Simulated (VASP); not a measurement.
Te2Mo: single point with PBE+D3(BJ)

The system is Te2Mo.

```
Te Mo
1.0
     6.33269    0.00000   -0.09681
     0.00000    3.46798    0.00000
    -0.77445    0.00000   13.29206
Te Mo
8 4
Direct
  0.41096 0.00000 0.89333
  0.58904 0.50000 0.10667
  0.90329 0.50000 0.84457
  0.09671 0.00000 0.15543
  0.44373 0.50000 0.65472
  0.55627 0.00000 0.34528
  0.94671 0.00000 0.60711
  0.05329 0.50000 0.39289
  0.81777 0.00000 0.99186
  0.18223 0.50000 0.00814
  0.68026 0.50000 0.49356
  0.31974 0.00000 0.50644
```

| Quantity | Value |
| --- | --- |
| Program | VASP 6.6.1 |
| Task | single point |
| Functional | PBE |
| Dispersion | D3(BJ) |
| Potentials or basis | VASP PAW PBE potentials, release 64 (Te, Mo_sv) |
| Cutoff | 520 eV |
| k mesh | 6 × 10 × 4 |
| Occupations | gaussian, width 0.1 eV |
| Spin | no spin polarisation |

```yaml
Pressure: 0.0 GPa
Largest_force: 0.012 eV/Å
Band_gap_on_the_k_mesh: zero (bands 52 and 53 overlap by 0.48 eV)
Dispersion_energy_per_atom: -0.551 eV
```

Forces in eV/Å, atoms in the order of the input:
```
Te  -0.001  0.000 -0.009
Te   0.001  0.000  0.009
Te   0.002  0.000 -0.010
Te  -0.002  0.000  0.010
Te   0.002  0.000  0.009
Te  -0.002  0.000 -0.009
Te  -0.002  0.000  0.009
Te   0.002  0.000 -0.009
Mo  -0.011  0.000  0.002
Mo   0.011  0.000 -0.002
Mo   0.011  0.000  0.003
Mo  -0.011  0.000 -0.003
```

Levels at points of the mesh, in eV from the Fermi level:
| k point | band 49 | band 50 | band 51 | band 52 | band 53 | band 54 | band 55 | band 56 |
| --- | --- | --- | --- | --- | --- | --- | --- | --- |
| (0.00, 0.00, 0.00) | -0.41 | -0.27 | 0.06 | 0.35 | 0.38 | 0.68 | 0.76 | 0.91 |
| (0.50, 0.00, 0.00) | -0.98 | -0.96 | -0.56 | -0.47 | -0.13 | -0.09 | 0.77 | 0.77 |
| (0.00, 0.50, 0.00) | -1.65 | -1.65 | -1.45 | -1.45 | 0.91 | 0.91 | 1.10 | 1.10 |
| (0.50, 0.50, 0.00) | -1.18 | -1.18 | -1.07 | -1.07 | 0.91 | 0.91 | 1.01 | 1.01 |
| (0.00, 0.00, 0.50) | -0.16 | -0.13 | 0.08 | 0.18 | 0.39 | 0.52 | 0.81 | 0.88 |
| (0.50, 0.00, 0.50) | -0.98 | -0.97 | -0.64 | -0.31 | -0.04 | -0.03 | 0.69 | 0.82 |
| (0.00, 0.50, 0.50) | -1.65 | -1.65 | -1.53 | -1.53 | 0.87 | 0.87 | 1.10 | 1.10 |
| (0.50, 0.50, 0.50) | -1.17 | -1.17 | -1.06 | -1.06 | 0.94 | 0.94 | 0.96 | 0.96 |

Wall time 16 min on 4 MPI ranks on AMD EPYC 9755 128-Core Processor (shared host), peak memory 1.1 GiB a rank.

Caveat: spin-orbit coupling is left out, which moves the levels of the heavy elements.
